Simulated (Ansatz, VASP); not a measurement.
## One calculation of C, two programs

Contents of INCAR:

```
  PREC = Accurate
  ENCUT = 520
  EDIFF = 1E-6
  ISMEAR = 0
  SIGMA = 0.15
  LREAL = F
  LASPH = T
  NELM = 100
  ALGO = Normal
  ISIF = 2
  LWAVE = F
  LCHARG = F
  GGA = PE
  IVDW = 12
  NBANDS = 16
```

KPOINTS

```
regular mesh
0
Gamma
  24 24 8
```

The input POSCAR:

```
C
1.0
    2.5635788521      0.0000000000      0.0000000000
   -1.2817894260      2.2201244105      0.0000000000
    0.0000000000      0.0000000000      6.1993580202
C
4
Direct
    0.0000000000      0.0000000000      0.0025000000
    0.0000000000      0.0000000000      0.5025000000
    0.3333333333      0.6666666667      0.0025000000
    0.6666666667      0.3333333333      0.5025000000
```

Input for Ansatz:

```yaml
crystal:
  lattice:
    - [2.5635788521, 0.0, 0.0]
    - [-1.281789426, 2.2201244105, 0.0]
    - [0.0, 0.0, 6.1993580202]
  atoms:
    - { symbol: C, position: [0.0, 0.0, 0.0025] }
    - { symbol: C, position: [0.0, 0.0, 0.5025] }
    - { symbol: C, position: [0.3333333333, 0.6666666667, 0.0025] }
    - { symbol: C, position: [0.6666666667, 0.3333333333, 0.5025] }
basis:
  ecutwfc: 420
kpoints:
  mp_grid: { grid: [24, 24, 8] }
hamiltonian:
  xc: pbe
  dispersion: d3bj
scf:
  occupations: { method: gaussian, width: 0.15 }
output:
  forces: true
  stress: true
  eigenvalues: true
```

Change from the starting cell: strain +0.040 along x and y, -0.080 along z, atoms carried along.

Alike in both runs: task single point; functional PBE; dispersion D3(BJ); k mesh 24 × 24 × 8; occupations gaussian, width 0.15 eV; no spin polarisation.

|  | VASP | Ansatz |
| --- | --- | --- |
| version | VASP 6.6.1 | Ansatz 0.2.0 |
| potentials or method | VASP PAW PBE potentials, release 64 (C), cutoff 520 eV | scalar-relativistic, plane waves, PAW |
| valence electrons in the cell | 16 | 16 |

|  | VASP | Ansatz | Ansatz less VASP |
| --- | --- | --- | --- |
| gap on the k mesh at the Fermi level (eV) | none | none | - |
| pressure (GPa) | -29.0 | -29.4 | -0.38 |
| traceless stress, the component that is largest in VASP (GPa) | 33.61 | 34.03 | +0.423 |

A gap of «none» marks a metal or a gap that the smearing closes. Both programs put the cell under strong tension, so it lies far from rest at this level.
